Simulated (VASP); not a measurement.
# Sn (I4_1/amd) in VASP: further runs, part 2 of 2

VASP 6.6.1. Earlier steps stand in the parts before.

## 3. Single point, PBEsol

This run uses another cell than the first one, of 26.94 Å³/atom.

INCAR

```
SYSTEM = Sn
PREC = Accurate ; ENCUT = 520
EDIFF = 1E-6 ; ISMEAR = -1
SIGMA = 0.15 ; LREAL = .False.
LASPH = .True. ; NELM = 60
ALGO = Fast ; ISIF = 2
LWAVE = .False. ; LCHARG = .True.
GGA = PS ; LELF = .True.
LVHAR = .True. ; NBANDS = 21
```

KPOINTS

```
Automatic mesh
0
Gamma
  14 14 14
  0 0 0
```

POSCAR

```
Sn
1.0
   -2.9191260269      2.9191260269      1.5810029017
    2.9191260269     -2.9191260269      1.5810029017
    2.9191260269      2.9191260269     -1.5810029017
Sn
2
Direct
    0.7500000000      0.2500000000      0.5000000000
    0.0000000000      0.0000000000      0.0000000000
```

Potentials or basis: VASP PAW PBE potentials, release 64 (Sn_d).

On the command line:

```console
$ cat potpaw_PBE.64/Sn_d/POTCAR > POTCAR
$ mpirun -np 1 vasp_std > vasp.out
```

OUTCAR:

```text
SYSTEM = Sn
   PREC = Accurate
   ENCUT = 520
   EDIFF = 1E-6
   ISMEAR = -1
   LREAL = .False.
   LASPH = .True.
   NELM = 60
   ISIF = 2
   GGA = PS

 ion  position               nearest neighbor table
   1  0.750  0.250  0.500-   2 3.02   2 3.02   2 3.02   2 3.02
   2  0.000  0.000  0.000-   1 3.02   1 3.02   1 3.02   1 3.02

  LATTYP: Found a body centered tetragonal cell.
 ALAT       =     5.8382520538
 C/A-ratio  =     0.5416014544

  Lattice vectors:

 A1 = (  -2.9191260269,   2.9191260269,   1.5810029017)
 A2 = (   2.9191260269,  -2.9191260269,   1.5810029017)
 A3 = (   2.9191260269,   2.9191260269,  -1.5810029017)

Analysis of symmetry for initial positions (statically):
=====================================================================
 Subroutine PRICEL returns:
 Original cell was already a primitive cell.

 Routine SETGRP: Setting up the symmetry group for a
 body centered tetragonal supercell.

[... 153 lines left out ...]
  energy-cutoff  :      520.00
  volume of cell :       53.89
 maximum number of plane-waves:      1476
 NGX is ok and might be reduce to    36
   NGX = 17   NGY = 17   NGZ = 17

 number of electron      28.0000002 magnetization

 Free energy of the ion-electron system (eV)
  ---------------------------------------------------
  ext. energy  EPLUGINS =         0.00000000
  ---------------------------------------------------
  free energy    TOTEN  =        -8.55341315 eV

  energy without entropy =       -8.48051641  energy(sigma->0) =       -8.51696478

 E-fermi :   7.8846     XC(G=0): -10.4851

 val. band max:        7.8843709626   @ k =   0.5000   0.4286  -0.0000
 cond. band min:       7.8890339080   @ k =   0.2857   0.1429   0.0000
 fundamental gap:      0.0046629454
 Fermi energy:         7.8845611203

 k-point     1 :       0.0000    0.0000    0.0000
  band No.  band energies     occupation
      1     -13.6558      2.00000
      2     -13.5735      2.00000
      3     -13.5273      2.00000
      4     -13.5181      2.00000
      5     -13.3568      2.00000
      6     -13.3568      2.00000
[... 565 lines left out ...]
     20      15.4590      0.00000
     21      16.8846      0.00000

 [... further k-points ...]
[... 5 lines left out ...]
  --------------------------------------------------------------------------------------
  -------------------------------------------------------------------------------------
  Total       -0.0094316     -0.0094316     -0.0131302      0.0000000      0.0000000      0.0000000
  in kB       -0.2804138     -0.2804138     -0.3903756      0.0000000      0.0000000      0.0000000
  external PRESSURE =      -0.3170677 kB  Pullay stress =       0.0000000 kB

 VOLUME and BASIS-vectors are now :
 -----------------------------------------------------------------------------
  energy-cutoff  :      520.00
  volume of cell :       53.89
      direct lattice vectors                 reciprocal lattice vectors
    -2.919126027  2.919126027  1.581002902     0.000000000  0.171284143  0.316254954
     2.919126027 -2.919126027  1.581002902     0.171284143  0.000000000  0.316254954
     2.919126027  2.919126027 -1.581002902     0.171284143  0.171284143  0.000000000

 POSITION                                       TOTAL-FORCE (eV/Angst)
 -----------------------------------------------------------------------------------
     -0.00000      2.91913      0.79050         0.000000      0.000000      0.000000
      0.00000      0.00000      0.00000        -0.000000     -0.000000     -0.000000
 -----------------------------------------------------------------------------------
    total drift:                               -0.000000      0.000000     -0.000000

  FREE ENERGIE OF THE ION-ELECTRON SYSTEM (eV)
  ---------------------------------------------------
  free  energy   TOTEN  =        -8.5534131518 eV

  energy  without entropy=       -8.4805164065  energy(sigma->0) =       -8.51696478
```

OSZICAR:

```text
N       E                     dE             d eps       ncg     rms          rms(c)
DAV:   1     0.222606864319E+03    0.22261E+03   -0.14364E+04 10376   0.208E+03
DAV:   2     0.145415770058E+02   -0.20807E+03   -0.20383E+03 10338   0.457E+02
DAV:   3    -0.786270425990E+01   -0.22404E+02   -0.22243E+02 11889   0.135E+02
DAV:   4    -0.856843856376E+01   -0.70573E+00   -0.70531E+00 11667   0.266E+01
DAV:   5    -0.859725840197E+01   -0.28820E-01   -0.28819E-01 14467   0.503E+00    0.245E+00
RMM:   6    -0.856368694012E+01    0.33571E-01   -0.44101E-02 12439   0.255E+00    0.138E+00
RMM:   7    -0.855368460550E+01    0.10002E-01   -0.29794E-02 12332   0.197E+00    0.174E-01
RMM:   8    -0.855328574994E+01    0.39886E-03   -0.37276E-03 13652   0.698E-01    0.529E-02
RMM:   9    -0.855339822949E+01   -0.11248E-03   -0.11358E-03 15347   0.272E-01    0.389E-02
RMM:  10    -0.855340743115E+01   -0.92017E-05   -0.13417E-04 13422   0.146E-01    0.222E-02
RMM:  11    -0.855341065630E+01   -0.32251E-05   -0.74932E-05 14724   0.901E-02    0.113E-02
RMM:  12    -0.855341294875E+01   -0.22925E-05   -0.26641E-05 14205   0.411E-02    0.914E-03
RMM:  13    -0.855341315184E+01   -0.20308E-06   -0.41278E-06  7963   0.229E-02
   1 F= -.85534132E+01 E0= -.85169648E+01  d E =-.728967E-01
```

Run time: 3.8 min. Hardware: 1 thread of Intel Xeon Platinum 8488C (Sapphire Rapids), shared host; peak memory 0.36 GiB.

What came out:

- Free energy: -8.5534 eV
- Pressure: 0.0 GPa
- Band gap on the k mesh: zero (bands 14 and 15 overlap by 4.02 eV)

Levels at points of the mesh, in eV from the Fermi level:
| k point | band 11 | band 12 | band 13 | band 14 | band 15 | band 16 | band 17 | band 18 |
| --- | --- | --- | --- | --- | --- | --- | --- | --- |
| (0.00, 0.00, 0.00) | -11.19 | -3.68 | -2.00 | -2.00 | 2.94 | 6.22 | 6.22 | 6.99 |
| (0.50, 0.00, 0.00) | -6.90 | -5.40 | -2.32 | -1.72 | -1.12 | 2.25 | 2.87 | 4.72 |
| (0.50, 0.50, 0.00) | -8.94 | -8.94 | 0.58 | 0.58 | 1.55 | 1.55 | 6.14 | 6.14 |
| (0.50, 0.50, 0.50) | -7.59 | -7.59 | -4.85 | -4.85 | 5.18 | 5.18 | 9.38 | 9.38 |

Caveat: the PAW data sets were made with another functional, which shifts forces and pressure a little; spin-orbit coupling is left out, which moves the levels of the heavy elements.

## 4. Relaxation of cell and atoms, PBEsol

This run uses another cell than the first one, of 26.88 Å³/atom.

INCAR

```
SYSTEM = Sn
PREC = Accurate
ENCUT = 600
EDIFF = 1E-6
ISMEAR = -1
SIGMA = 0.15
LREAL = .False.
LASPH = .True.
NELM = 100
ALGO = Fast
ISIF = 3
LWAVE = .False.
LCHARG = .False.
GGA = PS
IBRION = 2
NSW = 80
EDIFFG = -0.001
```

KPOINTS is that of step 3.

POSCAR

```
Sn
1.0
   -2.9099000276      2.9099000276      1.5869856506
    2.9099000276     -2.9099000276      1.5869856506
    2.9099000276      2.9099000276     -1.5869856506
Sn
2
Direct
    0.7500000000      0.2500000000      0.5000000000
    0.0000000000      0.0000000000      0.0000000000
```

Potentials or basis: VASP PAW PBE potentials, release 64 (Sn_d).

On the command line:

```console
$ cat potpaw_PBE.64/Sn_d/POTCAR > POTCAR
$ mpirun -np 1 vasp_std > vasp.out
```

OUTCAR:

```text
SYSTEM = Sn
   PREC = Accurate
   ENCUT = 600
   EDIFF = 1E-6
   ISMEAR = -1
   LREAL = .False.
   LASPH = .True.
   NELM = 100
   ISIF = 3
   GGA = PS
   IBRION = 2
   NSW = 80
   EDIFFG = -0.001

 ion  position               nearest neighbor table
   1  0.750  0.250  0.500-   2 3.02   2 3.02   2 3.02   2 3.02
   2  0.000  0.000  0.000-   1 3.02   1 3.02   1 3.02   1 3.02

  LATTYP: Found a body centered tetragonal cell.
 ALAT       =     5.8198000552
 C/A-ratio  =     0.5453746299

  Lattice vectors:

 A1 = (  -2.9099000276,   2.9099000276,   1.5869856506)
 A2 = (   2.9099000276,  -2.9099000276,   1.5869856506)
 A3 = (   2.9099000276,   2.9099000276,  -1.5869856506)

Analysis of symmetry for initial positions (statically):
=====================================================================
 Subroutine PRICEL returns:
 Original cell was already a primitive cell.

 Routine SETGRP: Setting up the symmetry group for a
 body centered tetragonal supercell.

 Subroutine GETGRP returns: Found 16 space group operations
 (whereof  8 operations were pure point group operations)
 out of a pool of 16 trial point group operations.

The static configuration has the point symmetry D_2d.
 The point group associated with its full space group is D_4h.

[... 172 lines left out ...]
  external PRESSURE =       1.9799450 kB  Pullay stress =       0.0000000 kB
[... 89 lines left out ...]
  FREE ENERGIE OF THE ION-ELECTRON SYSTEM (eV)
  ---------------------------------------------------
  free  energy   TOTEN  =        -8.5538401726 eV

  energy  without entropy=       -8.4811536824  energy(sigma->0) =       -8.51749693

[... ionic steps 4 to 19 ...]

--------------------------------------- Ionic step       20  -------------------------------------------

 number of electron      28.0000002 magnetization

------------------------ aborting loop because EDIFF is reached ----------------------------------------
[... 67 lines left out ...]
--------------------------------------- Ionic step       22  -------------------------------------------

 number of electron      28.0000002 magnetization

 Free energy of the ion-electron system (eV)
  ---------------------------------------------------
  ext. energy  EPLUGINS =         0.00000000
  ---------------------------------------------------
  free energy    TOTEN  =        -8.55396852 eV

  energy without entropy =       -8.48109556  energy(sigma->0) =       -8.51753204

 E-fermi :   7.8857     XC(G=0): -10.4855

 val. band max:        7.8852846238   @ k =  -0.2143   0.2857   0.2143
 cond. band min:       7.8863364206   @ k =   0.5000   0.4286   0.0000
 fundamental gap:      0.0010517969
 Fermi energy:         7.8856547210

 k-point     1 :       0.0000    0.0000    0.0000
  band No.  band energies     occupation
      1     -13.6542      2.00000
      2     -13.5716      2.00000
      3     -13.5257      2.00000
      4     -13.5162      2.00000
      5     -13.3551      2.00000
      6     -13.3551      2.00000
[... 481 lines left out ...]
      5     -13.4172      2.00000
      6     -13.4129      2.00000
[... 10 lines left out ...]
     17      10.8167      0.00000
     18      11.9986      0.00000

 [... further k-points ...]
[... 5 lines left out ...]
  --------------------------------------------------------------------------------------
  -------------------------------------------------------------------------------------
  Total        0.0010270      0.0010270     -0.0001046      0.0000000      0.0000000      0.0000000
  in kB        0.0305363      0.0305363     -0.0031088      0.0000000      0.0000000      0.0000000
  external PRESSURE =       0.0193213 kB  Pullay stress =       0.0000000 kB
[... 17 lines left out ...]
  FREE ENERGIE OF THE ION-ELECTRON SYSTEM (eV)
  ---------------------------------------------------
  free  energy   TOTEN  =        -8.5539685219 eV

  energy  without entropy=       -8.4810955636  energy(sigma->0) =       -8.51753204

 reached required accuracy - stopping structural energy minimisation
```

OSZICAR:

```text
N       E                     dE             d eps       ncg     rms          rms(c)
DAV:   1     0.208501538085E+03    0.20850E+03   -0.16141E+04  8790   0.264E+03
DAV:   2     0.100437355323E+02   -0.19846E+03   -0.19623E+03  8800   0.473E+02
DAV:   3    -0.801809013271E+01   -0.18062E+02   -0.17864E+02  9954   0.144E+02
DAV:   4    -0.857704665437E+01   -0.55896E+00   -0.55653E+00 10200   0.271E+01
[... 125 lines left out ...]
       N       E                     dE             d eps       ncg     rms          rms(c)
DAV:   1    -0.855398860491E+01   -0.20752E-04   -0.45643E-04  9568   0.367E-01    0.239E-02
RMM:   2    -0.855397311053E+01    0.15494E-04   -0.27678E-05  9373   0.811E-02    0.109E-02
RMM:   3    -0.855396911986E+01    0.39907E-05   -0.11992E-05  9069   0.515E-02    0.167E-03
RMM:   4    -0.855396852189E+01    0.59797E-06   -0.19015E-06  5966   0.127E-02
  22 F= -.85539685E+01 E0= -.85175320E+01  d E =-.675436E-06
```

CONTCAR:

```text
Sn
   1.00000000000000
    -2.9188432419387254    2.9188432419387254    1.5811572436459482
     2.9188432419387254   -2.9188432419387254    1.5811572436459482
     2.9188432419387254    2.9188432419387254   -1.5811572436459482
  Sn
     2
Direct
     0.7500000000000000    0.2500000000000000    0.5000000000000000
     1.0000000000000000    0.0000000000000000    0.0000000000000000

  0.00000000E+00  0.00000000E+00  0.00000000E+00
  0.00000000E+00  0.00000000E+00  0.00000000E+00
```

Run time: 19 min. Hardware: 1 thread of Intel Xeon Platinum 8488C (Sapphire Rapids), shared host; peak memory 0.4 GiB.

What came out:

```
Free energy                           : -8.5540 eV
Relaxed volume                        : 26.94 Å³/atom
Relaxed cell                          : a = 4.420 Å, b = 4.420 Å, c = 4.420 Å, α = 97.35°, β = 97.35°, γ = 138.08°
Space group after relaxing (to 0.1 Å) : I4_1/amd (No. 141)
Energy gained by relaxing             : 0.2 meV/atom
Ionic steps                           : 22
Pressure after relaxing               : 0.0 GPa
Band gap on the k mesh                : zero (bands 14 and 15 overlap by 4.03 eV)
```

The path:
| step | energy change (eV) | largest force (eV/Å) | pressure (GPa) | volume (Å³) |
| --- | --- | --- | --- | --- |
| 1 | 0.0000 | 0.0000 | 0.20 | 53.75 |
| 2 | -0.0002 | 0.0000 | -0.13 | 54.01 |
| 3 | -0.0002 | 0.0000 | -0.05 | 53.97 |
| 4 | -0.0002 | 0.0000 | -0.14 | 53.99 |
| 5 | -0.0002 | 0.0000 | -0.11 | 53.98 |
| 6 | -0.0003 | 0.0000 | -0.03 | 53.92 |
| 7 | -0.0004 | 0.0000 | 0.02 | 53.90 |
| 8 | -0.0004 | 0.0000 | -0.04 | 53.90 |
| 9 | -0.0003 | 0.0000 | 0.06 | 53.86 |
| 10 | -0.0004 | 0.0000 | -0.04 | 53.89 |
| 11 | -0.0004 | 0.0000 | -0.01 | 53.88 |
| 12 | -0.0004 | 0.0000 | 0.01 | 53.88 |
| 13 | -0.0004 | 0.0000 | -0.02 | 53.89 |
| 14 | -0.0004 | 0.0000 | -0.03 | 53.88 |
| 15 | -0.0004 | 0.0000 | -0.01 | 53.88 |
| 16 | -0.0004 | 0.0000 | 0.00 | 53.87 |
| 17 | -0.0004 | 0.0000 | 0.04 | 53.87 |
| 18 | -0.0004 | 0.0000 | -0.01 | 53.87 |
| 19 | -0.0004 | 0.0000 | -0.01 | 53.87 |
| 20 | -0.0004 | 0.0000 | 0.01 | 53.87 |
| 21 | -0.0004 | 0.0000 | 0.01 | 53.87 |
| 22 | -0.0004 | 0.0000 | 0.00 | 53.88 |

Final structure:
```
CELL_PARAMETERS angstrom
-2.91884 2.91884 1.58116
2.91884 -2.91884 1.58116
2.91884 2.91884 -1.58116
ATOMIC_POSITIONS crystal
Sn 0.75000 0.25000 0.50000
Sn 0.00000 0.00000 0.00000
```

Caveat: the PAW data sets were made with another functional, which shifts forces and pressure a little; spin-orbit coupling is left out, which moves the levels of the heavy elements.

## 5. The runs side by side

| task | cell | cutoff (eV) | smearing | gap on the mesh (eV) | pressure (GPa) |
| --- | --- | --- | --- | --- | --- |
| relaxation of shape and atoms at fixed volume | relaxed from a = 4.497 Å, angles 97.4, 97.4, 137.8°, 2 atoms | 600 | gaussian 0.1 eV | none | -2.8 |
| single point | a = 4.421 Å, angles 97.3, 97.3, 138.1°, 2 atoms | 520 | fermi-dirac 0.15 eV | none | 0.0 |
| relaxation of cell and atoms | relaxed from a = 4.411 Å, angles 97.4, 97.4, 137.8°, 2 atoms | 600 | fermi-dirac 0.15 eV | none | 0.0 |

Alike in all rows: level PBEsol; potentials or basis VASP PAW PBE potentials, release 64 (Sn_d); no spin polarisation; k mesh 14 × 14 × 14.

Caveats: the PAW data sets were made with another functional, which shifts forces and pressure a little; spin-orbit coupling is left out, which moves the levels of the heavy elements; the relaxation stopped at its first step, so nothing moved (at least some runs).

Total energies depend on the potentials used, so only differences within one code and one set of settings carry meaning.
